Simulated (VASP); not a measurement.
# Mo3P5 (Pm-3m) in VASP: notebook, part 2 of 2

VASP 6.6.1. The steps go on from the part before.

**3. Relaxation of cell and atoms, PBE**

The input, INCAR:

```
PREC     = Accurate       # precision mode
ENCUT    = 600            # plane-wave cutoff, eV
EDIFF    = 1E-6           # SCF threshold, eV
ISMEAR   = 0              # smearing method
SIGMA    = 0.1            # smearing width, eV
LREAL    = False          # projectors in reciprocal space
LASPH    = True           # aspherical terms in the spheres
NELM     = 100            # most SCF steps
ALGO     = Normal         # electronic algorithm
ISIF     = 3              # what is computed and relaxed
LWAVE    = False          # write WAVECAR
LCHARG   = False          # write CHGCAR
GGA      = PE             # functional
IBRION   = 2              # ionic algorithm
NSW      = 100            # ionic steps
EDIFFG   = -0.01          # ionic threshold
```

The input, KPOINTS:

```
regular mesh
0
Gamma
  8 8 8
```

The input, POSCAR:

```
Mo3P5
1.0
    4.9456791156      0.0000000000      0.0000000000
    0.0000000000      4.9456791156      0.0000000000
    0.0000000000      0.0000000000      4.9456791156
Mo P
3 5
Direct
    0.5000000000      0.0000000000      0.0000000000
    0.0000000000      0.5000000000      0.0000000000
    0.0000000000      0.0000000000      0.5000000000
    0.0000000000      0.5000000000      0.5000000000
    0.5000000000      0.0000000000      0.5000000000
    0.5000000000      0.5000000000      0.0000000000
    0.5000000000      0.5000000000      0.5000000000
    0.0000000000      0.0000000000      0.0000000000
```

Potentials or basis: VASP PAW PBE potentials, release 64 (Mo_sv, P).

Command:

```
$ cat potpaw_PBE.64/Mo_sv/POTCAR potpaw_PBE.64/P/POTCAR > POTCAR
$ mpirun -np 1 vasp_std > vasp.out
```

OUTCAR:

```text
PREC = Accurate
   ENCUT = 600
   EDIFF = 1E-6
   ISMEAR = 0
   LREAL = False
   LASPH = True
   NELM = 100
   ISIF = 3
   GGA = PE
   IBRION = 2
   NSW = 100
   EDIFFG = -0.01

 ion  position               nearest neighbor table
   1  0.500  0.000  0.000-   5 2.47   6 2.47   8 2.47   5 2.47   6 2.47   8 2.47
   2  0.000  0.500  0.000-   4 2.47   6 2.47   8 2.47   4 2.47   8 2.47   6 2.47
   3  0.000  0.000  0.500-   4 2.47   5 2.47   8 2.47   8 2.47   4 2.47   5 2.47
   4  0.000  0.500  0.500-   2 2.47   3 2.47   7 2.47   2 2.47   3 2.47   7 2.47
   5  0.500  0.000  0.500-   1 2.47   3 2.47   7 2.47   1 2.47   7 2.47   3 2.47
   6  0.500  0.500  0.000-   1 2.47   2 2.47   7 2.47   7 2.47   1 2.47   2 2.47
   7  0.500  0.500  0.500-   4 2.47   5 2.47   6 2.47   6 2.47   5 2.47   4 2.47
   8  0.000  0.000  0.000-   1 2.47   2 2.47   3 2.47   3 2.47   2 2.47   1 2.47

  LATTYP: Found a simple cubic cell.
 ALAT       =     4.9456791156

  Lattice vectors:

 A1 = (   4.9456791156,   0.0000000000,   0.0000000000)
 A2 = (   0.0000000000,   4.9456791156,   0.0000000000)
 A3 = (   0.0000000000,   0.0000000000,   4.9456791156)

Analysis of symmetry for initial positions (statically):
=====================================================================
 Subroutine PRICEL returns:
 Original cell was already a primitive cell.

 Routine SETGRP: Setting up the symmetry group for a
 simple cubic supercell.

 Subroutine GETGRP returns: Found 48 space group operations
 (whereof 48 operations were pure point group operations)
 out of a pool of 48 trial point group operations.

The static configuration has the point symmetry O_h .

Analysis of symmetry for dynamics (positions and initial velocities):
=====================================================================
 Subroutine PRICEL returns:
 Original cell was already a primitive cell.

 Routine SETGRP: Setting up the symmetry group for a
 simple cubic supercell.

[... 138 lines left out ...]
  Fermi-wavevector in a.u.,A,eV,Ry     =   1.344437  2.540618 24.592683  1.807511
  Thomas-Fermi vector in A             =   2.472431
   LORBIT       =      0    0 simple, 1 ext, 2 COOP (PROOUT), +10 PAW based schemes
   GGA     = PE    functional components
   LHFCALC =     F    Hartree Fock is set to
   AEXX    =    0.0000 exact exchange contribution
   IVDW    =     0    specifies the selected vdW correction
   LEPSILON=     F    determine dielectric tensor
   LRPA    =     F    only Hartree local field effects (RPA)
 conjugate gradient relaxation of ions
 non-spin polarized calculation
 Gauss-broadening in eV      SIGMA  =   0.10
  energy-cutoff  :      600.00
  volume of cell :      120.97
 maximum number of plane-waves:      4076
 NGX is ok and might be reduce to    40
   NGX = 19   NGY = 19   NGZ = 19

--------------------------------------- Ionic step        1  -------------------------------------------

 number of electron      67.0000000 magnetization

 Free energy of the ion-electron system (eV)
  ---------------------------------------------------
  ext. energy  EPLUGINS =         0.00000000
  ---------------------------------------------------
  free energy    TOTEN  =       -59.02523875 eV

  energy without entropy =      -58.99078864  energy(sigma->0) =      -59.00801369

------------------------ aborting loop because EDIFF is reached ----------------------------------------

  FORCE on cell =-STRESS in cart. coord.  units (eV):
  Direction    XX          YY          ZZ          XY          YZ          ZX
  --------------------------------------------------------------------------------------
  -------------------------------------------------------------------------------------
  Total        0.2544553      0.2544553      0.2544553      0.0000000      0.0000000     -0.0000000
  in kB        3.3701112      3.3701112      3.3701112      0.0000000      0.0000000     -0.0000000
  external PRESSURE =       3.3701112 kB  Pullay stress =       0.0000000 kB
[... 71 lines left out ...]
--------------------------------------- Ionic step        3  -------------------------------------------

 number of electron      67.0000001 magnetization

 Free energy of the ion-electron system (eV)
  ---------------------------------------------------
  ext. energy  EPLUGINS =         0.00000000
  ---------------------------------------------------
  free energy    TOTEN  =       -59.02551813 eV

  energy without entropy =      -58.99092516  energy(sigma->0) =      -59.00822164

 E-fermi :  10.7496     XC(G=0): -12.0178

 val. band max:       10.7360624995   @ k =   0.5000   0.2500   0.0000
 cond. band min:      10.7623794526   @ k =   0.5000   0.2500   0.1250
 fundamental gap:      0.0263169531
 Fermi energy:        10.7495991006

 k-point     1 :       0.0000    0.0000    0.0000
  band No.  band energies     occupation
      1     -50.6491      2.00000
      2     -50.6326      2.00000
      3     -50.6326      2.00000
      4     -24.9689      2.00000
      5     -24.9689      2.00000
      6     -24.9689      2.00000
[... 1021 lines left out ...]
     39      11.6807      0.00000
     40      12.9415      0.00000

 [... further k-points ...]
[... 5 lines left out ...]
  --------------------------------------------------------------------------------------
  -------------------------------------------------------------------------------------
  Total       -0.0011923     -0.0011923     -0.0011923     -0.0000000      0.0000000     -0.0000000
  in kB       -0.0157583     -0.0157583     -0.0157583     -0.0000000      0.0000000     -0.0000000
  external PRESSURE =      -0.0157583 kB  Pullay stress =       0.0000000 kB
[... 23 lines left out ...]
  FREE ENERGIE OF THE ION-ELECTRON SYSTEM (eV)
  ---------------------------------------------------
  free  energy   TOTEN  =       -59.0255181277 eV

  energy  without entropy=      -58.9909251556  energy(sigma->0) =      -59.00822164

 reached required accuracy - stopping structural energy minimisation
```

OSZICAR:

```text
N       E                     dE             d eps       ncg     rms          rms(c)
DAV:   1     0.656597748454E+03    0.65660E+03   -0.40657E+04  2912   0.179E+03
DAV:   2    -0.257010255963E+02   -0.68230E+03   -0.66781E+03  3168   0.457E+02
DAV:   3    -0.614819783405E+02   -0.35781E+02   -0.34687E+02  3664   0.869E+01
[... 26 lines left out ...]
DAV:   4    -0.590255044836E+02    0.13999E-03   -0.89554E-04  3096   0.160E-01    0.338E-02
DAV:   5    -0.590255052848E+02   -0.80115E-06   -0.11137E-04  3304   0.595E-02    0.319E-02
DAV:   6    -0.590255114406E+02   -0.61558E-05   -0.49273E-06  3024   0.104E-02    0.167E-02
DAV:   7    -0.590255179801E+02   -0.65394E-05   -0.20507E-06  2368   0.750E-03    0.207E-03
DAV:   8    -0.590255181277E+02   -0.14768E-06   -0.24813E-07  1816   0.280E-03
   3 F= -.59025518E+02 E0= -.59008222E+02  d E =-.279379E-03
```

CONTCAR:

```text
Mo3P5
   1.00000000000000
     4.9491593449372688   -0.0000000000000000   -0.0000000000000000
     0.0000000000000000    4.9491593449372688   -0.0000000000000000
     0.0000000000000000    0.0000000000000000    4.9491593449372688
  Mo              P
     3     5
Direct
     0.5000000000000000    0.0000000000000000    0.0000000000000000
     0.0000000000000000    0.5000000000000000    0.0000000000000000
     0.0000000000000000    0.0000000000000000    0.5000000000000000
     0.0000000000000000    0.5000000000000000    0.5000000000000000
     0.5000000000000000    0.0000000000000000    0.5000000000000000
     0.5000000000000000    0.5000000000000000    0.0000000000000000
     0.5000000000000000    0.5000000000000000    0.5000000000000000
     0.0000000000000000    0.0000000000000000    0.0000000000000000

  0.00000000E+00  0.00000000E+00  0.00000000E+00
  0.00000000E+00  0.00000000E+00  0.00000000E+00
  0.00000000E+00  0.00000000E+00  0.00000000E+00
  0.00000000E+00  0.00000000E+00  0.00000000E+00
  0.00000000E+00  0.00000000E+00  0.00000000E+00
  0.00000000E+00  0.00000000E+00  0.00000000E+00
  0.00000000E+00  0.00000000E+00  0.00000000E+00
  0.00000000E+00  0.00000000E+00  0.00000000E+00
```

It took 5.1 min on 1 thread of Intel Xeon Platinum 8175M at 2.50GHz (Skylake/Cascade Lake), shared host; peak memory 0.34 GiB.

What came out:

```yaml
Free_energy: -59.0255 eV
Relaxed_volume: 15.15 Å³/atom
Relaxed_cell: a = 4.949 Å, b = 4.949 Å, c = 4.949 Å, α = 90.00°, β = 90.00°, γ = 90.00°
Space_group_after_relaxing_to_0.1_Å: Pm-3m (No. 221)
Energy_gained_by_relaxing: 0.0 meV/atom
Ionic_steps: 3
Pressure_after_relaxing: 0.0 GPa
Band_gap_on_the_k_mesh: zero (an odd number of electrons rules out a gap without spin polarisation)
```

The path:
| step | energy change (eV) | largest force (eV/Å) | pressure (GPa) | volume (Å³) |
| --- | --- | --- | --- | --- |
| 1 | 0.0000 | 0.0000 | 0.34 | 120.97 |
| 2 | 0.0001 | 0.0000 | -0.41 | 121.53 |
| 3 | -0.0003 | 0.0000 | 0.00 | 121.23 |

Final structure:
```xyz
8
Lattice="4.9492 0.0000 0.0000 0.0000 4.9492 0.0000 0.0000 0.0000 4.9492" Properties=species:S:1:pos:R:3 pbc="T T T"
Mo    2.4746    0.0000    0.0000
Mo    0.0000    2.4746    0.0000
Mo    0.0000    0.0000    2.4746
P     0.0000    2.4746    2.4746
P     2.4746    0.0000    2.4746
P     2.4746    2.4746    0.0000
P     2.4746    2.4746    2.4746
P     0.0000    0.0000    0.0000
```

Levels at points of the mesh, in eV from the Fermi level:
```tsv
k point	band 32	band 33	band 34	band 35	band 36	band 37
(0.00, 0.00, 0.00)	-1.38	-1.38	-1.38	-0.67	-0.22	-0.22
(0.50, 0.00, 0.00)	-0.41	-0.36	-0.33	-0.33	0.27	0.70
(0.50, 0.50, 0.00)	-0.76	-0.52	0.28	0.56	0.56	0.65
(0.50, 0.50, 0.50)	-0.48	0.16	0.16	0.16	0.90	0.90
```

Caveat: an odd number of electrons without spin polarisation forces a metal; a magnetic or distorted state may lie lower.

The gap in the log of VASP goes by the Fermi energy; the results here count the filled bands.